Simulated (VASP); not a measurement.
A run of VASP 6.6.1 is set up as follows.

The input INCAR:

```
PREC = Accurate ; ENCUT = 520
EDIFF = 1E-7 ; ISMEAR = 0
SIGMA = 0.01 ; LREAL = False
LASPH = True ; NELM = 100
ALGO = Normal ; ISIF = 2
LWAVE = False ; LCHARG = False
GGA = PE ; NBANDS = 28
```

Contents of KPOINTS:

```
Automatic mesh
0
Gamma
  5 5 5
```

POSCAR

```
BaZrO3
1.0
    4.1202866125      0.0000000000      0.0000000000
    0.0000000000      4.1202866125      0.0000000000
    0.0000000000      0.0000000000      4.1202866125
Ba Zr O
1 1 3
Direct
    0.0000000000      0.0000000000      0.0000000000
    0.5000000000      0.5000000000      0.5000000000
    0.0000000000      0.5000000000      0.5000000000
    0.5000000000      0.0000000000      0.5000000000
    0.5000000000      0.5000000000      0.0000000000
```

Potentials or basis: VASP PAW PBE potentials, release 64 (Ba_sv, Zr_sv, O).

The run is started by

```bash
$ cat potpaw_PBE.64/Ba_sv/POTCAR potpaw_PBE.64/Zr_sv/POTCAR potpaw_PBE.64/O/POTCAR > POTCAR
$ mpirun -np 1 vasp_std > vasp.out
```

Task: Predict the band gap on the k mesh.

Result: 3.41 eV, indirect (least direct gap 3.45 eV).

Task: Predict the pressure.

Result: 14.9 GPa.

Caveat: spin-orbit coupling is left out, which moves the levels of the heavy elements. A k mesh can miss the band edges.
